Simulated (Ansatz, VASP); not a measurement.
**One calculation of BaTiO3, two programs**

Contents of INCAR:

```
PREC = Accurate
ENCUT = 520
EDIFF = 1E-8
ISMEAR = -1
SIGMA = 0.05
LREAL = F
LASPH = T
NELM = 60
ALGO = Normal
ISIF = 2
LWAVE = F
LCHARG = F
GGA = CA
LEFG = T
NBANDS = 28
```

Contents of KPOINTS:

```
regular mesh
0
Gamma
  8 8 8
```

Contents of POSCAR:

```
BaTiO3
1.0
    4.0073000000      0.0000000000      0.0000000000
    0.0000000000      4.0073000000      0.0000000000
    0.0000000000      0.0000000000      3.9672270000
Ba Ti O
1 1 3
Direct
    0.5000000000      0.5000000000      0.5000000000
    0.0000000000      0.0000000000      0.0000000000
    0.5000000000      0.0000000000      0.0000000000
    0.0000000000      0.5000000000      0.0000000000
    0.0000000000      0.0000000000      0.5000000000
```

Input for Ansatz:

```yaml
crystal:
  lattice:
    - [4.0073, 0.0, 0.0]
    - [0.0, 4.0073, 0.0]
    - [0.0, 0.0, 3.967227]
  atoms:
    - { symbol: Ba, position: [0.5, 0.5, 0.5] }
    - { symbol: Ti, position: [0.0, 0.0, 0.0] }
    - { symbol: O, position: [0.5, 0.0, 0.0] }
    - { symbol: O, position: [0.0, 0.5, 0.0] }
    - { symbol: O, position: [0.0, 0.0, 0.5] }
kpoints:
  mp_grid: { grid: [8, 8, 8] }
scf:
  occupations: { method: fermi_dirac, width: 0.05 }
hamiltonian:
  xc: lda
  pseudopotentials: { kind: all_electron, datasets: crystal }
output:
  forces: true
  stress: true
  eigenvalues: true
  efg: { contact_densities: true }
```

Change from the starting cell: zz strain of -1 %, crystal datasets.

Alike in both runs: task electric field gradients; functional LDA; k mesh 8 × 8 × 8; occupations fermi-dirac, width 0.05 eV; no spin polarisation.

```csv
,VASP,Ansatz
version,VASP 6.6.1,Ansatz 0.2.0
potentials or method,"VASP PAW LDA potentials, release 64 (Ba_sv, Ti_sv, O), cutoff 520 eV","all-electron PAW with datasets made for the crystal, scalar-relativistic"
```

Ansatz gave:

| Property | Result |
| --- | --- |
| pressure (GPa) | -7.8 |
| traceless stress, the component that is largest in VASP (GPa) | 1.27 |
| size of Vzz on the site where it differs most (V/Å²) | 18.0 |

Q: What did VASP give for the same quantities?

A: Pressure (GPa): -5.8; traceless stress, the component that is largest in VASP (GPa): 1.31; size of Vzz on the site where it differs most (V/Å²): 17.5.

LDA's correlation is that of Perdew and Zunger in VASP and of Perdew and Wang (1992) in Ansatz. Ansatz ran all-electron here, and VASP with PAW potentials.

Neither program's run includes spin-orbit coupling.
